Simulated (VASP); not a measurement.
Input of a VASP 6.6.1 run:

INCAR

```
PREC = Accurate ; ENCUT = 520
EDIFF = 1E-6 ; ISMEAR = 0
SIGMA = 0.01 ; LREAL = Auto
LASPH = T ; NELM = 200
ALGO = Normal ; ISIF = 2
LWAVE = F ; LCHARG = F
ISPIN = 2 ; MAGMOM = 0 0 0 0 0 0 0 0 0 0 0 0 0 0 0 0 0 0 0 0 0 0 0 0 0 0 0 0 0 0 0 0 0 0 0 0 0 0 0 0 0 0 0 0 0 0 0 0 0 0 0 0 0 0 0 0 0 0 0 0 0 0 0 0 0.01 0 0.01 0 0 0 0 0 0.01 0 0.01 0 0 0 0 0 0 0 0 0.01 0 0.01 0 0 0 0 0 0.01 0 0.01 0 0 0.01 0 0.01 0 0 0 0 0 0.01 0 0.01 0 0 0 0 0 0 0 0 0.01 0 0.01 0 0 0 0 0 0.01 0 0.01 0 0.03
LORBIT = 11 ; NUPDOWN = 1.0
LMAXMIX = 4 ; GGA = PE
NBANDS = 334 ; NELECT = 521.0
GGA_COMPAT = F ; NCORE = 4
```

File KPOINTS:

```
Automatic mesh
0
Gamma
  1 1 1
  0.25 0.25 0.25
```

File POSCAR:

```
ScB63N64
1.0
    0.0000000000      7.2482207700      7.2482207700
    7.2482207700      0.0000000000      7.2482207700
    7.2482207700      7.2482207700      0.0000000000
B N Sc
63 64 1
Direct
   -0.0003279812     -0.0000010913      0.0004429401
   -0.0002286699      0.0000937234      0.2497192466
   -0.0004905486     -0.0001857137      0.5005383878
   -0.0003624493     -0.0000397540      0.7498178931
    0.0004614876      0.2499029172     -0.0001221441
   -0.0003764764      0.2508249415      0.2496506947
[... 120 lines left out ...]
    0.8124224572      0.8127342785      0.8123820658
    0.4997790940      0.4999761786      0.4979307720
```

Potentials or basis: VASP PAW PBE potentials, release 64 (B, N, Sc_sv).

Command:

```bash
$ cat potpaw_PBE.64/B/POTCAR potpaw_PBE.64/N/POTCAR potpaw_PBE.64/Sc_sv/POTCAR > POTCAR
$ mpirun -np 4 vasp_std > vasp.out
```

**Question.** What does it give for the largest force?

**Answer.** 0.171 eV/Å.

Caveat: the k points lie up to 0.75 Å⁻¹ apart; the cell carries a net charge on a neutralising background, which shifts energy and pressure; the total moment is fixed, so each spin has its own Fermi level.
